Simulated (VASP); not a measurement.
# C (P4/mmm) in VASP: settings compared

C is run at these levels: r2SCAN-based global hybrid, PBE0; tasks: single point.

Program: VASP 6.6.1. These are calculated values, not measurements. Logs are shortened: lines on timing, memory, paths and dates and some standing lists are left out, and cuts for length are marked.

## 1. The cell of the first run

It takes space group P4/mmm (No. 123, tetragonal). Conventional cell: a = 4.255 Å, b = 4.255 Å, c = 1.282 Å, α = 90.00°, β = 90.00°, γ = 90.00°. C (site symmetry 4/mmm) has 2 C at 1.28 Å within 1.7 Å.

## 2. Single point, r2SCAN-based global hybrid

The input, POSCAR:

```
C
1.0
    4.2551700000      0.0000000000      0.0000000000
    0.0000000000      4.2551700000      0.0000000000
    0.0000000000      0.0000000000      1.2822900000
C
1
Direct
    0.5000000000      0.5000000000      0.5000000000
```

The input, INCAR.step1:

```
SYSTEM = C
ALGO     = Normal         ! electronic algorithm
EDIFF    = 1E-5           ! SCF threshold, eV
ENCUT    = 520            ! plane-wave cutoff, eV
GGA      = PE             ! functional
ISIF     = 2              ! what is computed and relaxed
ISMEAR   = -1             ! smearing method
LASPH    = .True.         ! aspherical terms in the spheres
LCHARG   = .False.        ! write CHGCAR
LREAL    = .False.        ! projectors in reciprocal space
LWAVE    = .True.         ! write WAVECAR
NBANDS   = 8              ! bands
NELM     = 80             ! most SCF steps
PREC     = Accurate       ! precision mode
SIGMA    = 0.05           ! smearing width, eV
```

The input, INCAR.step2:

```
SYSTEM = C
AEXX     = 0.35           ! exact-exchange fraction
ALGO     = Normal         ! electronic algorithm
EDIFF    = 1E-6           ! SCF threshold, eV
ENCUT    = 520            ! plane-wave cutoff, eV
ISIF     = 2              ! what is computed and relaxed
ISMEAR   = -1             ! smearing method
ISTART   = 1            
LASPH    = .True.         ! aspherical terms in the spheres
LCHARG   = .False.        ! write CHGCAR
LHFCALC  = .True.         ! exact exchange
LMIXTAU  = .True.       
LREAL    = .False.        ! projectors in reciprocal space
LWAVE    = .False.        ! write WAVECAR
METAGGA  = R2SCAN         ! meta-GGA
NBANDS   = 8              ! bands
NELM     = 80             ! most SCF steps
PREC     = Accurate       ! precision mode
PRECFOCK = Normal       
SIGMA    = 0.05           ! smearing width, eV
```

The input, KPOINTS:

```
k-points
0
Gamma
  4 4 11
  0 0 0
```

Potentials or basis: VASP PAW PBE potentials, release 64 (C).

The run is started by

```sh
> cat potpaw_PBE.64/C/POTCAR > POTCAR
> cp INCAR.step1 INCAR
> mpirun -np 1 vasp_std > vasp.out
> cp INCAR.step2 INCAR
> mpirun -np 1 vasp_std > vasp.out
```

OUTCAR:

```text
SYSTEM = C
   AEXX = 0.35
   EDIFF = 1E-6
   ENCUT = 520
   ISIF = 2
   ISMEAR = -1
   ISTART = 1
   LASPH = .True.
   LHFCALC = .True.
   LREAL = .False.
   METAGGA = R2SCAN
   NELM = 80
   PREC = Accurate
   PRECFOCK = Normal

 ion  position               nearest neighbor table
   1  0.500  0.500  0.500-

  LATTYP: Found a simple tetragonal cell.
 ALAT       =     4.2551700000
 C/A-ratio  =     0.3013487123

  Lattice vectors:

 A1 = (   4.2551700000,   0.0000000000,   0.0000000000)
 A2 = (   0.0000000000,   4.2551700000,   0.0000000000)
 A3 = (   0.0000000000,   0.0000000000,   1.2822900000)

Analysis of symmetry for initial positions (statically):
=====================================================================
 Subroutine PRICEL returns:
 Original cell was already a primitive cell.

 Routine SETGRP: Setting up the symmetry group for a
 simple tetragonal supercell.

 Subroutine GETGRP returns: Found 16 space group operations
 (whereof 16 operations were pure point group operations)
 out of a pool of 16 trial point group operations.

The static configuration has the point symmetry D_4h.

Analysis of symmetry for dynamics (positions and initial velocities):
=====================================================================
 Subroutine PRICEL returns:
 Original cell was already a primitive cell.

 Routine SETGRP: Setting up the symmetry group for a
 simple tetragonal supercell.

 Subroutine GETGRP returns: Found 16 space group operations
 (whereof 16 operations were pure point group operations)
 out of a pool of 16 trial point group operations.

The dynamic configuration has the point symmetry D_4h.

 Subroutine INISYM returns: Found 16 space group operations
 (whereof 16 operations are pure point group operations),
 and found     1 'primitive' translations

----------------------------------------------------------------------------------------

                                     Primitive cell

  volume of cell :      23.2177

  direct lattice vectors                    reciprocal lattice vectors
     4.255170000  0.000000000  0.000000000     0.235008237  0.000000000  0.000000000
     0.000000000  4.255170000  0.000000000     0.000000000  0.235008237  0.000000000
     0.000000000  0.000000000  1.282290000     0.000000000  0.000000000  0.779854791

  length of vectors
     4.255170000  4.255170000  1.282290000     0.235008237  0.235008237  0.779854791

  position of ions in fractional coordinates (direct lattice)
     0.500000000  0.500000000  0.500000000

  ion indices of the primitive-cell ions
   primitive index   ion index
                 1           1

----------------------------------------------------------------------------------------

 KPOINTS: k-points

Automatic generation of k-mesh.
 Grid dimensions read from file:
 generate k-points for:    4    4   11

 Generating k-lattice:

  Cartesian coordinates                     Fractional coordinates (reciprocal lattice)
     0.058752059  0.000000000  0.000000000     0.250000000  0.000000000  0.000000000
     0.000000000  0.058752059  0.000000000     0.000000000  0.250000000  0.000000000
     0.000000000  0.000000000  0.070895890     0.000000000  0.000000000  0.090909091

  Length of vectors
     0.058752059  0.058752059  0.070895890

  Shift w.r.t. Gamma in fractional coordinates (k-lattice)
     0.000000000  0.000000000  0.000000000

 Subroutine IBZKPT returns following result:
 ===========================================

 Found     36 irreducible k-points:

 Following reciprocal coordinates:
            Coordinates               Weight
  0.000000  0.000000  0.000000      1.000000
  0.250000  0.000000  0.000000      4.000000
  0.500000  0.000000  0.000000      2.000000
  0.250000  0.250000  0.000000      4.000000
  0.500000  0.250000  0.000000      4.000000
  0.500000  0.500000  0.000000      1.000000
[... 16 lines left out ...]
  0.500000  0.250000  0.272727      8.000000
  0.500000  0.500000  0.272727      2.000000
 [... further k-points ...]
   k-points           NKPTS =     36   k-points in BZ     NKDIM =    176   number of bands    NBANDS=      8
   number of dos      NEDOS =    301   number of ions     NIONS =      1
   total plane-waves  NPLWV =  10240
   dimension x,y,z NGX =    32 NGY =   32 NGZ =   10
   dimension x,y,z NGXF=    64 NGYF=   64 NGZF=   20
   ions per type =               1
   NGX,Y,Z   is equivalent  to a cutoff of  12.50, 12.50, 12.96 a.u.
   NGXF,Y,Z  is equivalent  to a cutoff of  25.00, 25.00, 25.93 a.u.
 SYSTEM =  C
   PREC   = accura    normal or accurate (medium, high low for compatibility)
   ISTART =      1    job   : 0-new  1-cont  2-samecut
   ICHARG =      0    charge: 1-file 2-atom 10-const
   ISPIN  =      1    spin polarized calculation?
   LNONCOLLINEAR =      F non collinear calculations
   LSORBIT =      F    spin-orbit coupling
   LASPH  =      T    aspherical Exc in radial PAW
   ENCUT  =  520.0 eV  38.22 Ry    6.18 a.u.   7.91  7.91  2.38*2*pi/ulx,y,z
   NELM   =     80;   NELMIN=  2; NELMDL=  0     # of ELM steps
   EDIFF  = 0.1E-05   stopping-criterion for ELM
   LREAL  =      F    real-space projection
   EDIFFG = 0.1E-04   stopping-criterion for IOM
   NSW    =      0    number of steps for IOM
   IBRION =     -1    ionic relax: 0-MD 1-quasi-New 2-CG
   NFREE  =      0    steps in history (QN), initial steepest desc. (CG)
   ISIF   =      2    stress and relaxation
   ISYM   =      3    0-nonsym 1-usesym 2-fastsym
   POTIM  = 0.5000    time-step for ionic-motion
   TEBEG  =    0.0;   TEEND  =   0.0 temperature during run
   PSTRESS=    0.0 pullay stress
   NELECT =       4.0000    total number of electrons
   NUPDOWN=      -1.0000    fix difference up-down
   EMIN   =  10.00;   EMAX   =-10.00  energy-range for DOS
   EFERMI =   0.00;   METHOD = LEGACY
   ISMEAR =    -1;   SIGMA  =   0.05  broadening in eV -4-tet -1-fermi 0-gaus
   EFERMI_NEDOS =   21; number of points for ismear=-14 and -15
   IALGO  =     38    algorithm
   IMIX   =      1    mixing-type and parameters
     AMIX     =   0.40;   BMIX     =  1.00
     AMIX_MAG =   1.60;   BMIX_MAG =  1.00
  volume/ion in A,a.u.               =      23.22       156.68
  Fermi-wavevector in a.u.,A,eV,Ry     =   0.910937  1.721420 11.290188  0.829805
  Thomas-Fermi vector in A             =   2.035157
   LORBIT       =      0    0 simple, 1 ext, 2 COOP (PROOUT), +10 PAW based schemes
   METAGGA = R2SCAN    functional components
   LHFCALC =     T    Hartree Fock is set to
   PRECFOCK=normal    Normal, Fast or Accurate (Low or Medium for compatibility)
   ENCUT4O =  -1.0   cutoff for four orbital integrals eV
   NKREDX  =     1    reduce k-point grid by
   NKREDY  =     1    reduce k-point grid by
   NKREDZ  =     1    reduce k-point grid by
   AEXX    =    0.3500 exact exchange contribution
   HFSCREEN=    0.0000 screening length (either q_TF or 0.3 A-1)
   HFSCREENC=   0.0000 screening length for correlation (either q_TF or 0.3 A-1)
   ENCUTFOCK=  -1.0 apply spherical cutoff to Coloumb kernel
   IVDW    =     0    specifies the selected vdW correction
   LEPSILON=     F    determine dielectric tensor
   LRPA    =     F    only Hartree local field effects (RPA)
 non-spin polarized calculation
  energy-cutoff  :      520.00
  volume of cell :       23.22
 maximum number of plane-waves:       656
 NGX is ok and might be reduce to    32
  NGX = 28; NGY = 28; NGZ =  8

 number of electron       4.0000000 magnetization

 Free energy of the ion-electron system (eV)
  ---------------------------------------------------
  ext. energy  EPLUGINS =         0.00000000
  ---------------------------------------------------
  free energy    TOTEN  =       -10.93359999 eV

  energy without entropy =      -10.93359400  energy(sigma->0) =      -10.93359700

 E-fermi :  -0.8870     XC(G=0):  -4.3768

 val. band max:       -1.3798759094   @ k =   0.5000   0.5000   0.2727
 cond. band min:      -0.3529246145   @ k =   0.2500   0.0000   0.2727
 fundamental gap:      1.0269512948
 Fermi energy:        -0.8869709247

 k-point     1 :       0.0000    0.0000    0.0000
  band No.  band energies     occupation
      1     -22.6275      2.00000
      2      -9.3331      2.00000
      3      -9.3331      2.00000
      4       2.8752      0.00000
      5       7.4446      0.00000
      6      12.3242      0.00000
      7      12.3242      0.00000
      8      13.5994      0.00000

 k-point     2 :       0.2500    0.0000    0.0000
  band No.  band energies     occupation
      1     -22.6078      2.00000
      2      -9.5651      2.00000
      3      -9.3124      2.00000
      4       3.6697      0.00000
      5       7.2626      0.00000
      6      10.6122      0.00000
      7      11.1238      0.00000
      8      16.1605      0.00000

 k-point     3 :       0.5000    0.0000    0.0000
  band No.  band energies     occupation
      1     -22.5879      2.00000
      2      -9.7839      2.00000
      3      -9.2916      2.00000
      4       5.4480      0.00000
      5       5.5503      0.00000
      6       9.8203      0.00000
      7      12.7239      0.00000
      8      14.2031      0.00000

 k-point     4 :       0.2500    0.2500    0.0000
  band No.  band energies     occupation
      1     -22.5885      2.00000
      2      -9.5461      2.00000
      3      -9.5256      2.00000
      4       4.3188      0.00000
      5       7.8222      0.00000
      6       8.1427      0.00000
      7      14.2674      0.00000
      8      14.6098      0.00000

 k-point     5 :       0.5000    0.2500    0.0000
  band No.  band energies     occupation
      1     -22.5691      2.00000
      2      -9.7472      2.00000
      3      -9.5062      2.00000
      4       5.2025      0.00000
      5       6.6733      0.00000
      6       8.8069      0.00000
      7      13.9574      0.00000
      8      15.3586      0.00000
[... 177 lines left out ...]
 k-point    22 :       0.2500    0.2500    0.2727
  band No.  band energies     occupation
      1     -18.3750      2.00000
      2      -0.3368      0.00003
      3      -0.3097      0.00002
      4      10.2845      0.00000
      5      14.0871      0.00000
      6      14.7323      0.00000
      7      18.2023      0.00000
      8      21.1751      0.00000

 k-point    23 :       0.5000    0.2500    0.2727
  band No.  band energies     occupation
      1     -18.3600      2.00000
      2      -1.4181      1.99995
      3      -0.2932      0.00001
      4      11.9803      0.00000
      5      12.0755      0.00000
      6      15.6606      0.00000
      7      16.9543      0.00000
      8      22.3189      0.00000

 k-point    24 :       0.5000    0.5000    0.2727
  band No.  band energies     occupation
      1     -18.3452      2.00000
      2      -1.3799      1.99990
      3      -1.3799      1.99990
      4      11.8823      0.00000
      5      13.9475      0.00000
      6      15.0912      0.00000
      7      15.0912      0.00000
      8      23.2327      0.00000

 [... further k-points ...]
[... 5 lines left out ...]
  --------------------------------------------------------------------------------------
  -------------------------------------------------------------------------------------
  Total       -0.1898583     -0.1898583     -1.0965264      0.0000000     -0.0000000      0.0000000
  in kB      -13.1014733    -13.1014733    -75.6675340      0.0000000     -0.0000000      0.0000000
  external PRESSURE =     -33.9568269 kB  Pullay stress =       0.0000000 kB

 VOLUME and BASIS-vectors are now :
 -----------------------------------------------------------------------------
  energy-cutoff  :      520.00
  volume of cell :       23.22
      direct lattice vectors                 reciprocal lattice vectors
     4.255170000  0.000000000  0.000000000     0.235008237  0.000000000  0.000000000
     0.000000000  4.255170000  0.000000000     0.000000000  0.235008237  0.000000000
     0.000000000  0.000000000  1.282290000     0.000000000  0.000000000  0.779854791

 POSITION                                       TOTAL-FORCE (eV/Angst)
 -----------------------------------------------------------------------------------
      2.12758      2.12758      0.64114         0.000000      0.000000      0.000000
 -----------------------------------------------------------------------------------
    total drift:                                0.000000     -0.000000     -0.000000

  FREE ENERGIE OF THE ION-ELECTRON SYSTEM (eV)
  ---------------------------------------------------
  free  energy   TOTEN  =       -10.9335999950 eV

  energy  without entropy=      -10.9335940008  energy(sigma->0) =      -10.93359700
```

Run time: 1.9 min. Hardware: 1 thread of Intel Xeon Platinum 8488C (Sapphire Rapids), shared host; peak memory 0.13 GiB.

Results:

* Free energy: -10.9336 eV
* Pressure: -3.4 GPa
* Band gap on the k mesh: zero (band 2 reaches 9.25 eV, above the bottom of band 3 at -9.71 eV)

Caveat: the k points lie up to 0.45 Å⁻¹ apart; the PAW data sets were made with another functional, which shifts forces and pressure a little.

## 3. Single point, r2SCAN-based global hybrid

POSCAR is that of step 2.

The input, INCAR.step1:

```
ALGO     = Normal         # electronic algorithm
EDIFF    = 1E-5           # SCF threshold, eV
ENCUT    = 520            # plane-wave cutoff, eV
GGA      = PE             # functional
ISIF     = 2              # what is computed and relaxed
ISMEAR   = -1             # smearing method
LASPH    = True           # aspherical terms in the spheres
LCHARG   = False          # write CHGCAR
LREAL    = False          # projectors in reciprocal space
LWAVE    = True           # write WAVECAR
NBANDS   = 8              # bands
NELM     = 60             # most SCF steps
PREC     = Accurate       # precision mode
SIGMA    = 0.05           # smearing width, eV
```

The input, INCAR.step2:

```
AEXX     = 0.5            # exact-exchange fraction
ALGO     = Normal         # electronic algorithm
EDIFF    = 1E-7           # SCF threshold, eV
ENCUT    = 520            # plane-wave cutoff, eV
ISIF     = 2              # what is computed and relaxed
ISMEAR   = -1             # smearing method
ISTART   = 1            
LASPH    = True           # aspherical terms in the spheres
LCHARG   = False          # write CHGCAR
LHFCALC  = True           # exact exchange
LMIXTAU  = True         
LREAL    = False          # projectors in reciprocal space
LWAVE    = False          # write WAVECAR
METAGGA  = R2SCAN         # meta-GGA
NBANDS   = 8              # bands
NELM     = 60             # most SCF steps
PREC     = Accurate       # precision mode
PRECFOCK = Normal       
SIGMA    = 0.05           # smearing width, eV
```

The input, KPOINTS:

```
k-points
0
Gamma
  4 4 11
```

Potentials or basis: VASP PAW PBE potentials, release 64 (C).

The run is started by

```sh
> cat potpaw_PBE.64/C/POTCAR > POTCAR
> cp INCAR.step1 INCAR
> mpirun -np 1 vasp_std > vasp.out
> cp INCAR.step2 INCAR
> mpirun -np 1 vasp_std > vasp.out
```

It took 3.2 min on 1 thread of Intel Xeon Platinum 8488C (Sapphire Rapids), shared host; peak memory 0.13 GiB.

The run converged. Its results:

* Free energy: -11.8741 eV
* Pressure: -4.2 GPa
* Band gap on the k mesh: zero (band 2 reaches 10.01 eV, above the bottom of band 3 at -10.58 eV)

Stress tensor (GPa, compression positive):
```
-1.40  0.00  0.00
 0.00 -1.40  0.00
 0.00  0.00 -9.77
```

Levels at points of the mesh, in eV from the Fermi level:
```tsv
k point	band 1	band 2	band 3	band 4	band 5	band 6	band 7
(0.00, 0.00, 0.00)	-23.17	-9.31	-9.31	4.00	8.61	13.51	13.51
(0.50, 0.00, 0.00)	-23.13	-9.78	-9.27	6.60	6.71	11.00	13.89
(0.50, 0.50, 0.00)	-23.09	-9.71	-9.71	6.04	9.57	9.57	13.76
```

Caveat: the k points lie up to 0.45 Å⁻¹ apart; the PAW data sets were made with another functional, which shifts forces and pressure a little.

## 4. Single point, PBE0

POSCAR is that of step 3.

The input, INCAR.step1:

```
PREC = Accurate
ENCUT = 520
EDIFF = 1E-5
ISMEAR = -1
SIGMA = 0.05
LREAL = False
LASPH = True
NELM = 60
ALGO = Normal
ISIF = 2
LWAVE = True
GGA = PE
NBANDS = 8
```

The input, INCAR.step2:

```
PREC = Accurate
ENCUT = 520
EDIFF = 1E-6
ISMEAR = -1
SIGMA = 0.05
LREAL = False
LASPH = True
NELM = 60
ALGO = Normal
ISIF = 2
LWAVE = False
LCHARG = True
GGA = PE
LHFCALC = True
AEXX = 0.25
PRECFOCK = Normal
LELF = True
LVHAR = True
ISTART = 1
NBANDS = 8
```

The input, KPOINTS:

```
Automatic mesh
0
Gamma
  3 3 10
```

The run is started by

```sh
> cat potpaw_PBE.64/C/POTCAR > POTCAR
> cp INCAR.step1 INCAR
> mpirun -np 1 vasp_std > vasp.out
> cp INCAR.step2 INCAR
> mpirun -np 1 vasp_std > vasp.out
```

It took 33 s on 1 thread of Intel Xeon Platinum 8375C at 2.90GHz (Ice Lake), shared host; peak memory 0.12 GiB.

It converged, with:

```
Free energy            : -10.1643 eV
Pressure               : -3.0 GPa
Band gap on the k mesh : zero (band 2 reaches 8.29 eV, above the bottom of band 3 at -8.74 eV)
```

Stress tensor (GPa, compression positive):
```
-0.03  0.00  0.00
 0.00 -0.03  0.00
 0.00  0.00 -8.84
```

Levels at points of the mesh, in eV from the Fermi level:
| k point | band 1 | band 2 | band 3 | band 4 | band 5 |
| --- | --- | --- | --- | --- | --- |
| (0.00, 0.00, 0.00) | -17.65 | -5.26 | -5.26 | 5.87 | 10.32 |
| (0.00, 0.00, 0.50) | -9.55 | 11.40 | 14.55 | 14.55 | 26.36 |

Caveat: the k points lie up to 0.49 Å⁻¹ apart; the PAW data sets were made with another functional, which shifts forces and pressure a little.

## 5. Summary

```csv
level,k mesh,share of exact exchange,gap on the mesh (eV),pressure (GPa)
r2SCAN-based global hybrid,4 × 4 × 11,0.35,none,-3.4
r2SCAN-based global hybrid,4 × 4 × 11,0.5,none,-4.2
PBE0,3 × 3 × 10,-,none,-3.0
```

Alike in all rows: task single point; potentials or basis VASP PAW PBE potentials, release 64 (C); no spin polarisation; cell as given; cutoff (eV) 520; smearing fermi-dirac 0.05 eV.

Caveats: all runs use coarse meshes; the PAW data sets were made with another functional, which shifts forces and pressure a little.

Absolute energies hang on the potentials; compare differences alone.
